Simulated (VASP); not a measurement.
# In (P6/mmm) in VASP: a series of runs, part 2 of 3

VASP 6.6.1. Earlier steps stand in the parts before.

### 3 Single point, revPBE (27.72 Å³/atom)

This run uses another cell than the first one, of 27.72 Å³/atom.

INCAR

```
SYSTEM = In
  PREC = Accurate
  ENCUT = 520
  EDIFF = 1E-6
  ISMEAR = -1
  SIGMA = 0.1
  LREAL = .FALSE.
  LASPH = .TRUE.
  NELM = 80
  ALGO = Normal
  ISIF = 2
  LWAVE = .FALSE.
  LCHARG = .FALSE.
  GGA = RE
  NBANDS = 26
```

KPOINTS

```
regular mesh
0
G
  8 8 11
  0 0 0
```

POSCAR

```
In
1.0
    5.3677282893      0.0000000000      0.0000000000
   -2.6838641447      4.6485890592      0.0000000000
    0.0000000000      0.0000000000      3.3330815664
In
3
Direct
    0.0000000000      0.0000000000      0.0000000000
    0.3333333333      0.6666666667      0.5000000000
    0.6666666667      0.3333333333      0.5000000000
```

Potentials or basis: VASP PAW PBE potentials, release 64 (In_d).

Run with:

```
$ cat potpaw_PBE.64/In_d/POTCAR > POTCAR
$ mpirun -np 1 vasp_std > vasp.out
```

Run time: 67 s. Hardware: 1 thread of Intel Xeon Platinum 8488C (Sapphire Rapids), shared host; peak memory 0.25 GiB.

The run converged. Its results:

- Free energy: -6.7098 eV
- Pressure: 1.4 GPa
- Band gap on the k mesh: zero (an odd number of electrons rules out a gap without spin polarisation)

Stress tensor (GPa, compression positive):
```
1.55 0.00 0.00
0.00 1.55 0.00
0.00 0.00 1.18
```

Levels at points of the mesh, in eV from the Fermi level:
```
           k point  band 15  band 16  band 17  band 18  band 19  band 20  band 21  band 22  band 23  band 24
(0.00, 0.00, 0.00)   -14.41    -9.22    -2.79    -2.55    -0.97    -0.97    -0.83    -0.83     4.39     7.68
(0.50, 0.00, 0.00)   -14.38    -7.35    -7.31    -3.88    -3.02     3.43     3.56     4.63     4.78     6.22
```

Caveat: the PAW data sets were made with another functional, which shifts forces and pressure a little; spin-orbit coupling is left out, which moves the levels of the heavy elements.

### 4 Single point, revPBE (28.88 Å³/atom)

This run uses another cell than the first one, of 28.88 Å³/atom.

INCAR

```
PREC = Accurate
ENCUT = 520
EDIFF = 1E-6
ISMEAR = -1
SIGMA = 0.1
LREAL = False
LASPH = True
NELM = 80
ALGO = Normal
ISIF = 2
LWAVE = False
LCHARG = False
GGA = RE
NBANDS = 26
```

KPOINTS

```
regular mesh
0
Gamma
  8 8 11
```

POSCAR

```
In
1.0
    5.4412679522      0.0000000000      0.0000000000
   -2.7206339761      4.7122762754      0.0000000000
    0.0000000000      0.0000000000      3.3787458925
In
3
Direct
    0.0000000000      0.0000000000      0.0000000000
    0.3333333333      0.6666666667      0.5000000000
    0.6666666667      0.3333333333      0.5000000000
```

Potentials or basis: VASP PAW PBE potentials, release 64 (In_d).

Run with:

```
$ cat potpaw_PBE.64/In_d/POTCAR > POTCAR
$ mpirun -np 1 vasp_std > vasp.out
```

OUTCAR:

```text
PREC = Accurate
   ENCUT = 520
   EDIFF = 1E-6
   ISMEAR = -1
   LREAL = False
   LASPH = True
   NELM = 80
   ISIF = 2
   GGA = RE

 ion  position               nearest neighbor table
   1  0.000  0.000  0.000-   2 3.57   3 3.57   2 3.57   3 3.57   2 3.57   2 3.57   3 3.57   3 3.57
                             3 3.57   3 3.57   2 3.57   2 3.57
   2  0.333  0.667  0.500-   3 3.14   3 3.14   3 3.14   1 3.57   1 3.57   1 3.57   1 3.57   1 3.57
                             1 3.57
   3  0.667  0.333  0.500-   2 3.14   2 3.14   2 3.14   1 3.57   1 3.57   1 3.57   1 3.57   1 3.57
                             1 3.57

  LATTYP: Found a hexagonal cell.
 ALAT       =     5.4412679522
 C/A-ratio  =     0.6209482647

  Lattice vectors:

 A1 = (   5.4412679522,   0.0000000000,   0.0000000000)
 A2 = (  -2.7206339761,   4.7122762754,   0.0000000000)
 A3 = (   0.0000000000,   0.0000000000,   3.3787458925)

Analysis of symmetry for initial positions (statically):
=====================================================================
 Subroutine PRICEL returns:
 Original cell was already a primitive cell.

 Routine SETGRP: Setting up the symmetry group for a
 hexagonal supercell.

 Subroutine GETGRP returns: Found 24 space group operations
 (whereof 24 operations were pure point group operations)
 out of a pool of 24 trial point group operations.

The static configuration has the point symmetry D_6h.

Analysis of symmetry for dynamics (positions and initial velocities):
=====================================================================
 Subroutine PRICEL returns:
 Original cell was already a primitive cell.

 Routine SETGRP: Setting up the symmetry group for a
 hexagonal supercell.

 Subroutine GETGRP returns: Found 24 space group operations
 (whereof 24 operations were pure point group operations)
 out of a pool of 24 trial point group operations.
[... 111 lines left out ...]
   POTIM  = 0.5000    time-step for ionic-motion
   TEBEG  =    0.0;   TEEND  =   0.0 temperature during run
   PSTRESS=    0.0 pullay stress
   NELECT =      39.0000    total number of electrons
   NUPDOWN=      -1.0000    fix difference up-down
   EMIN   =  10.00;   EMAX   =-10.00  energy-range for DOS
   EFERMI =   0.00;   METHOD = LEGACY
   ISMEAR =    -1;   SIGMA  =   0.10  broadening in eV -4-tet -1-fermi 0-gaus
   EFERMI_NEDOS =   21; number of points for ismear=-14 and -15
   IALGO  =     38    algorithm
   IMIX   =      4    mixing-type and parameters
     AMIX     =   0.40;   BMIX     =  1.00
     AMIX_MAG =   1.60;   BMIX_MAG =  1.00
  volume/ion in A,a.u.               =      28.88       194.88
  Fermi-wavevector in a.u.,A,eV,Ry     =   1.254684  2.371008 21.418714  1.574231
  Thomas-Fermi vector in A             =   2.388477
   LORBIT       =      0    0 simple, 1 ext, 2 COOP (PROOUT), +10 PAW based schemes
   GGA     = RE    functional components
   LHFCALC =     F    Hartree Fock is set to
   AEXX    =    0.0000 exact exchange contribution
   IVDW    =     0    specifies the selected vdW correction
   LEPSILON=     F    determine dielectric tensor
   LRPA    =     F    only Hartree local field effects (RPA)
 non-spin polarized calculation
  energy-cutoff  :      520.00
  volume of cell :       86.63
 maximum number of plane-waves:      2362
   NGX = 21   NGY = 21   NGZ = 13

 number of electron      38.9999993 magnetization

 Free energy of the ion-electron system (eV)
  ---------------------------------------------------
  ext. energy  EPLUGINS =         0.00000000
  ---------------------------------------------------
  free energy    TOTEN  =        -6.72694549 eV

  energy without entropy =       -6.66208918  energy(sigma->0) =       -6.69451733

 E-fermi :   6.6141     XC(G=0):  -9.7150

 val. band max:        6.6131831990   @ k =   0.0000   0.0000   0.4545
 cond. band min:       6.6214012889   @ k =   0.0000   0.0000   0.2727
 fundamental gap:      0.0082180899
 Fermi energy:         6.6140855958

 k-point     1 :       0.0000    0.0000    0.0000
  band No.  band energies     occupation
      1      -8.2355      2.00000
      2      -8.0540      2.00000
      3      -8.0540      2.00000
      4      -8.0503      2.00000
      5      -8.0280      2.00000
      6      -7.9645      2.00000
[... 685 lines left out ...]
     25      12.3228      0.00000
     26      12.5179      0.00000

 [... further k-points ...]
[... 5 lines left out ...]
  --------------------------------------------------------------------------------------
  -------------------------------------------------------------------------------------
  Total        0.1054478      0.1054478     -0.0699078      0.0000000      0.0000000      0.0000000
  in kB        1.9501210      1.9501210     -1.2928554      0.0000000      0.0000000      0.0000000
  external PRESSURE =       0.8691289 kB  Pullay stress =       0.0000000 kB

 VOLUME and BASIS-vectors are now :
 -----------------------------------------------------------------------------
  energy-cutoff  :      520.00
  volume of cell :       86.63
      direct lattice vectors                 reciprocal lattice vectors
     5.441267952  0.000000000  0.000000000     0.183780694  0.106105833  0.000000000
    -2.720633976  4.712276275  0.000000000     0.000000000  0.212211666  0.000000000
     0.000000000  0.000000000  3.378745893     0.000000000  0.000000000  0.295967803

 POSITION                                       TOTAL-FORCE (eV/Angst)
 -----------------------------------------------------------------------------------
      0.00000      0.00000      0.00000        -0.000000      0.000000     -0.000000
     -0.00000      3.14152      1.68937         0.000000      0.000000     -0.000000
      2.72063      1.57076      1.68937        -0.000000      0.000000      0.000000
 -----------------------------------------------------------------------------------
    total drift:                               -0.000000      0.000000      0.000000

  FREE ENERGIE OF THE ION-ELECTRON SYSTEM (eV)
  ---------------------------------------------------
  free  energy   TOTEN  =        -6.7269454914 eV

  energy  without entropy=       -6.6620891770  energy(sigma->0) =       -6.69451733
```

OSZICAR:

```text
N       E                     dE             d eps       ncg     rms          rms(c)
DAV:   1     0.345742909742E+03    0.34574E+03   -0.18776E+04  3120   0.198E+03
DAV:   2     0.227231007543E+02   -0.32302E+03   -0.31910E+03  3120   0.436E+02
DAV:   3    -0.576796295597E+01   -0.28491E+02   -0.28294E+02  3692   0.156E+02
DAV:   4    -0.672312837291E+01   -0.95517E+00   -0.95401E+00  3888   0.322E+01
DAV:   5    -0.677356379859E+01   -0.50435E-01   -0.50433E-01  4968   0.564E+00    0.325E+00
DAV:   6    -0.673356124080E+01    0.40003E-01   -0.88774E-02  3990   0.422E+00    0.166E+00
DAV:   7    -0.672680335315E+01    0.67579E-02   -0.34496E-02  4032   0.237E+00    0.352E-01
DAV:   8    -0.672688303358E+01   -0.79680E-04   -0.35326E-03  3452   0.717E-01    0.481E-02
DAV:   9    -0.672693847299E+01   -0.55439E-04   -0.24016E-04  4632   0.151E-01    0.229E-02
DAV:  10    -0.672694507406E+01   -0.66011E-05   -0.17445E-05  3944   0.352E-02    0.148E-02
DAV:  11    -0.672694549141E+01   -0.41736E-06   -0.13909E-06  2268   0.153E-02
   1 F= -.67269455E+01 E0= -.66945173E+01  d E =-.648563E-01
```

stdout:

```text
POSCAR found type information on POSCAR In
 POSCAR found :  1 types and       3 ions
 scaLAPACK will be used
 -----------------------------------------------------------------------------
|                                                                             |
|                                                                             |
|     You enforced a specific xc type in the INCAR file but a different       |
|     I HOPE YOU KNOW WHAT YOU ARE DOING!                                     |
|                                                                             |
 -----------------------------------------------------------------------------

 LDA part: xc-table for (Slater+PW92), standard interpolation
 POSCAR, INCAR and KPOINTS ok, starting setup
 FFT: planning ... GRIDC
 FFT: planning ... GRID_SOFT
 FFT: planning ... GRID
 WAVECAR not read
 entering main loop
```

It took 66 s on 1 thread of Intel Xeon Platinum 8488C (Sapphire Rapids), shared host; peak memory 0.25 GiB.

What came out:

- Free energy: -6.7269 eV
- Pressure: 0.1 GPa
- Band gap on the k mesh: zero (an odd number of electrons rules out a gap without spin polarisation)

Levels at points of the mesh, in eV from the Fermi level:
| k point | band 15 | band 16 | band 17 | band 18 | band 19 | band 20 | band 21 | band 22 | band 23 | band 24 |
| --- | --- | --- | --- | --- | --- | --- | --- | --- | --- | --- |
| (0.00, 0.00, 0.00) | -14.41 | -8.96 | -2.86 | -2.61 | -0.89 | -0.89 | -0.75 | -0.75 | 4.29 | 7.50 |
| (0.50, 0.00, 0.00) | -14.38 | -7.15 | -7.12 | -3.88 | -2.86 | 3.26 | 3.40 | 4.51 | 4.68 | 6.03 |

Caveat: the PAW data sets were made with another functional, which shifts forces and pressure a little; spin-orbit coupling is left out, which moves the levels of the heavy elements.

[end of part 2 of 3]
